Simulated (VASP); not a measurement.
# Co (Fm-3m) in VASP: single point with PBE

Aim: the single point of Co with PBE.

Everything below comes from runs of VASP 6.6.1. Logs are shortened: lines on timing, memory, paths and dates and some standing lists are left out, and cuts for length are marked.

## 1. The cell of the first run

Symmetry: Fm-3m, No. 225, cubic system. The conventional cell has a = 3.573 Å, b = 3.573 Å, c = 3.573 Å, α = 90.00°, β = 90.00°, γ = 90.00°. Within 3.3 Å of Co (site symmetry m-3m) lie 12 Co at 2.53 Å.

This isn't the form of Co at room conditions, which is hcp.

## 2. Single point, PBE

INCAR reads:

```
SYSTEM = Co
  PREC = Accurate
  ENCUT = 520
  EDIFF = 1E-7
  ISMEAR = -1
  SIGMA = 0.1
  LREAL = .False.
  LASPH = .True.
  NELM = 100
  ALGO = Normal
  ISIF = 2
  LWAVE = .False.
  LCHARG = .False.
  GGA = PE
  ISYM = 0
  NBANDS = 16
```

KPOINTS reads:

```
Automatic mesh
0
Gamma
  13 8 11
  0 0 0
```

POSCAR reads:

```
Co
1.0
    0.0000000000     -1.7865000000     -1.7865000000
   -3.5730000000     -1.7865000000     -1.7865000000
    0.0000000000      1.7865000000     -1.7865000000
Co
2
Direct
    0.0000000000      0.0000000000      0.0000000000
    0.0000000000      0.5000000000      0.5000000000
```

Potentials or basis: VASP PAW PBE potentials, release 64 (Co).

The run is started by

```console
$ cat potpaw_PBE.64/Co/POTCAR > POTCAR
$ mpirun -np 1 vasp_std > vasp.out
```

OUTCAR:

```text
SYSTEM = Co
   PREC = Accurate
   ENCUT = 520
   EDIFF = 1E-7
   ISMEAR = -1
   LREAL = .False.
   LASPH = .True.
   NELM = 100
   ISIF = 2
   GGA = PE
   ISYM = 0

 ion  position               nearest neighbor table
   1  0.000  0.000  0.000-   2 2.53   2 2.53   2 2.53   2 2.53   2 2.53   2 2.53   2 2.53   2 2.53

   2  0.000  0.500  0.500-   1 2.53   1 2.53   1 2.53   1 2.53   1 2.53   1 2.53   1 2.53   1 2.53

IMPORTANT INFORMATION: All symmetrisations will be switched off!
NOSYMM: (Re-)initialisation of all symmetry stuff for point group C_1.

----------------------------------------------------------------------------------------

                                     Primitive cell

  volume of cell :      22.8070

  direct lattice vectors                    reciprocal lattice vectors
     0.000000000 -1.786500000 -1.786500000     0.279876854 -0.279876854 -0.279876854
    -3.573000000 -1.786500000 -1.786500000    -0.279876854  0.000000000  0.000000000
     0.000000000  1.786500000 -1.786500000     0.000000000  0.279876854 -0.279876854

  length of vectors
     2.526492529  4.376013425  2.526492529     0.484760931  0.279876854  0.395805643

  position of ions in fractional coordinates (direct lattice)
     0.000000000  0.000000000  0.000000000
     0.000000000  0.500000000  0.500000000

  ion indices of the primitive-cell ions
   primitive index   ion index
                 1           1
                 2           2

----------------------------------------------------------------------------------------

 KPOINTS: Automatic mesh

Automatic generation of k-mesh.
 Grid dimensions read from file:
 generate k-points for:   13    8   11

 Generating k-lattice:

  Cartesian coordinates                     Fractional coordinates (reciprocal lattice)
     0.021528989 -0.021528989 -0.021528989     0.076923077  0.000000000  0.000000000
    -0.034984607  0.000000000  0.000000000     0.000000000  0.125000000  0.000000000
     0.000000000  0.025443350 -0.025443350     0.000000000  0.000000000  0.090909091

  Length of vectors
     0.037289302  0.034984607  0.035982331

  Shift w.r.t. Gamma in fractional coordinates (k-lattice)
     0.000000000  0.000000000  0.000000000

 -----------------------------------------------------------------------------
|                                                                             |
|           W    W    AA    RRRRR   N    N  II  N    N   GGGG   !!!           |
|           W    W   A  A   R    R  NN   N  II  NN   N  G    G  !!!           |
|           W    W  A    A  R    R  N N  N  II  N N  N  G       !!!           |
|           W WW W  AAAAAA  RRRRR   N  N N  II  N  N N  G  GGG   !            |
|           WW  WW  A    A  R   R   N   NN  II  N   NN  G    G                |
|           W    W  A    A  R    R  N    N  II  N    N   GGGG   !!!           |
|                                                                             |
|     Your reciprocal lattice and k-lattice belong to different lattice       |
|     classes:                                                                |
|                                                                             |
|        The reciprocal lattice is simple tetragonal,                         |
|        whereas your k-lattice is simple monoclinic.                         |
|                                                                             |
|     Results are often still useful ...                                      |
|                                                                             |
 -----------------------------------------------------------------------------

 WARNING: IBZKPT: internal override: KBLOWUP is changed to .FALSE.
      ... skipping the blow-up phase ...

 Subroutine IBZKPT returns following result:
 ===========================================

 Found    573 irreducible k-points:

 Following reciprocal coordinates:
            Coordinates               Weight
  0.000000  0.000000  0.000000      1.000000
  0.076923  0.000000  0.000000      2.000000
  0.153846  0.000000  0.000000      2.000000
  0.230769  0.000000  0.000000      2.000000
  0.307692  0.000000  0.000000      2.000000
  0.384615  0.000000  0.000000      2.000000
[... 16 lines left out ...]
  0.153846  0.250000  0.000000      2.000000
  0.230769  0.250000  0.000000      2.000000
 [... further k-points ...]
   k-points           NKPTS =    573   k-points in BZ     NKDIM =    573   number of bands    NBANDS=     16
   number of dos      NEDOS =    301   number of ions     NIONS =      2
   total plane-waves  NPLWV =  14400
   dimension x,y,z NGX =    20 NGY =   36 NGZ =   20
   dimension x,y,z NGXF=    40 NGYF=   72 NGZF=   40
   ions per type =               2
   NGX,Y,Z   is equivalent  to a cutoff of  13.16, 13.68, 13.16 a.u.
   NGXF,Y,Z  is equivalent  to a cutoff of  26.32, 27.35, 26.32 a.u.
 SYSTEM =  Co
   PREC   = accura    normal or accurate (medium, high low for compatibility)
   ISTART =      0    job   : 0-new  1-cont  2-samecut
   ICHARG =      2    charge: 1-file 2-atom 10-const
   ISPIN  =      1    spin polarized calculation?
   LNONCOLLINEAR =      F non collinear calculations
   LSORBIT =      F    spin-orbit coupling
   LASPH  =      T    aspherical Exc in radial PAW
   ENCUT  =  520.0 eV  38.22 Ry    6.18 a.u.   4.70  8.14  4.70*2*pi/ulx,y,z
   NELM   =    100;   NELMIN=  2; NELMDL= -5     # of ELM steps
   EDIFF  = 0.1E-06   stopping-criterion for ELM
   LREAL  =      F    real-space projection
   EDIFFG = 0.1E-05   stopping-criterion for IOM
   NSW    =      0    number of steps for IOM
   IBRION =     -1    ionic relax: 0-MD 1-quasi-New 2-CG
   NFREE  =      0    steps in history (QN), initial steepest desc. (CG)
   ISIF   =      2    stress and relaxation
   ISYM   =      0    0-nonsym 1-usesym 2-fastsym
   POTIM  = 0.5000    time-step for ionic-motion
   TEBEG  =    0.0;   TEEND  =   0.0 temperature during run
   PSTRESS=    0.0 pullay stress
   NELECT =      18.0000    total number of electrons
   NUPDOWN=      -1.0000    fix difference up-down
   EMIN   =  10.00;   EMAX   =-10.00  energy-range for DOS
   EFERMI =   0.00;   METHOD = LEGACY
   ISMEAR =    -1;   SIGMA  =   0.10  broadening in eV -4-tet -1-fermi 0-gaus
   EFERMI_NEDOS =   21; number of points for ismear=-14 and -15
   IALGO  =     38    algorithm
   IMIX   =      4    mixing-type and parameters
     AMIX     =   0.40;   BMIX     =  1.00
     AMIX_MAG =   1.60;   BMIX_MAG =  1.00
  volume/ion in A,a.u.               =      11.40        76.95
  Fermi-wavevector in a.u.,A,eV,Ry     =   1.512897  2.858960 31.141788  2.288857
  Thomas-Fermi vector in A             =   2.622760
   LORBIT       =      0    0 simple, 1 ext, 2 COOP (PROOUT), +10 PAW based schemes
   GGA     = PE    functional components
   LHFCALC =     F    Hartree Fock is set to
   AEXX    =    0.0000 exact exchange contribution
   IVDW    =     0    specifies the selected vdW correction
   LEPSILON=     F    determine dielectric tensor
   LRPA    =     F    only Hartree local field effects (RPA)
 non-spin polarized calculation
  energy-cutoff  :      520.00
  volume of cell :       22.81
 maximum number of plane-waves:       633
   NGX =  9   NGY = 17   NGZ =  9

 number of electron      18.0000004 magnetization

 Free energy of the ion-electron system (eV)
  ---------------------------------------------------
  ext. energy  EPLUGINS =         0.00000000
  ---------------------------------------------------
  free energy    TOTEN  =       -13.60463252 eV

  energy without entropy =      -13.42666274  energy(sigma->0) =      -13.51564763

 E-fermi :   9.3675     XC(G=0): -13.1305

 val. band max:        9.3668220136   @ k =  -0.0769   0.3750   0.2727
 cond. band min:       9.3683409889   @ k =  -0.3846  -0.2500   0.3636
 fundamental gap:      0.0015189753
 Fermi energy:         9.3674977824

 k-point     1 :       0.0000    0.0000    0.0000
  band No.  band energies     occupation
      1       0.9343      2.00000
      2       5.2008      2.00000
      3       5.7958      2.00000
      4       7.7229      2.00000
      5       7.7235      2.00000
      6       7.7238      2.00000
[... 8 lines left out ...]
     15      24.1148      0.00000
     16      29.0580      0.00000

 k-point     2 :       0.0769    0.0000    0.0000
  band No.  band energies     occupation
      1       1.1608      2.00000
      2       5.2911      2.00000
      3       5.8743      2.00000
      4       7.6566      2.00000
      5       7.7773      2.00000
      6       7.7776      2.00000
[... 8 lines left out ...]
     15      24.4711      0.00000
     16      29.7630      0.00000

 k-point     3 :       0.1538    0.0000    0.0000
  band No.  band energies     occupation
      1       1.8190      2.00000
      2       5.5409      2.00000
      3       6.0904      2.00000
      4       7.4919      2.00000
      5       7.8945      2.00000
      6       7.8949      2.00000
[... 8 lines left out ...]
     15      25.4827      0.00000
     16      28.5231      0.00000

 k-point     4 :       0.2308    0.0000    0.0000
  band No.  band energies     occupation
      1       2.8281      2.00000
      2       5.8133      2.00000
      3       6.4119      2.00000
      4       7.3406      2.00000
      5       7.7957      2.00000
      6       7.9446      2.00000
[... 8 lines left out ...]
     15      24.8440      0.00000
     16      27.0186      0.00000
[... 324 lines left out ...]
 k-point    22 :       0.0769    0.2500    0.0000
  band No.  band energies     occupation
      1       1.4625      2.00000
      2       5.2985      2.00000
      3       5.9723      2.00000
      4       7.5522      2.00000
      5       7.8524      2.00000
      6       7.8580      2.00000
[... 8 lines left out ...]
     15      24.9432      0.00000
     16      29.8693      0.00000

 k-point    23 :       0.1538    0.2500    0.0000
  band No.  band energies     occupation
      1       1.6444      2.00000
      2       5.5300      2.00000
      3       6.0363      2.00000
      4       7.5247      2.00000
      5       7.8718      2.00000
      6       7.8775      2.00000
[... 8 lines left out ...]
     15      25.2159      0.00000
     16      29.4274      0.00000

 k-point    24 :       0.2308    0.2500    0.0000
  band No.  band energies     occupation
      1       2.2485      2.00000
      2       5.8514      2.00000
      3       6.2139      2.00000
      4       7.3542      2.00000
      5       7.9497      2.00000
      6       8.0162      2.00000
[... 8 lines left out ...]
     15      26.1350      0.00000
     16      28.3810      0.00000

 [... further k-points ...]
[... 5 lines left out ...]
  --------------------------------------------------------------------------------------
  -------------------------------------------------------------------------------------
  Total       -2.8115697     -2.8054785     -2.8054786     -0.0018240     -0.0075024     -0.0018244
  in kB     -197.5105853   -197.0826854   -197.0826921     -0.1281315     -0.5270384     -0.1281602
  external PRESSURE =    -197.2253210 kB  Pullay stress =       0.0000000 kB

 VOLUME and BASIS-vectors are now :
 -----------------------------------------------------------------------------
  energy-cutoff  :      520.00
  volume of cell :       22.81
      direct lattice vectors                 reciprocal lattice vectors
     0.000000000 -1.786500000 -1.786500000     0.279876854 -0.279876854 -0.279876854
    -3.573000000 -1.786500000 -1.786500000    -0.279876854  0.000000000  0.000000000
     0.000000000  1.786500000 -1.786500000     0.000000000  0.279876854 -0.279876854

 POSITION                                       TOTAL-FORCE (eV/Angst)
 -----------------------------------------------------------------------------------
      0.00000      0.00000      0.00000         0.000000      0.000000      0.000000
     -1.78650      0.00000     -1.78650        -0.000000     -0.000000     -0.000000
 -----------------------------------------------------------------------------------
    total drift:                                0.000000     -0.000000     -0.000000

  FREE ENERGIE OF THE ION-ELECTRON SYSTEM (eV)
  ---------------------------------------------------
  free  energy   TOTEN  =       -13.6046325218 eV

  energy  without entropy=      -13.4266627416  energy(sigma->0) =      -13.51564763
```

Wall time 3.7 min (1 thread of AMD EPYC 7R43 (Zen 3), shared host); peak memory 0.25 GiB.

What came out:

```
Free energy            : -13.6046 eV
Pressure               : -19.7 GPa
Band gap on the k mesh : zero (bands 9 and 10 overlap by 1.18 eV)
```

Caveat: the cell stands under tension; the run has no spin polarisation, though such a crystal can be magnetic. Spin polarisation is off, so any magnetic state and its effect on volume and gap are missing.
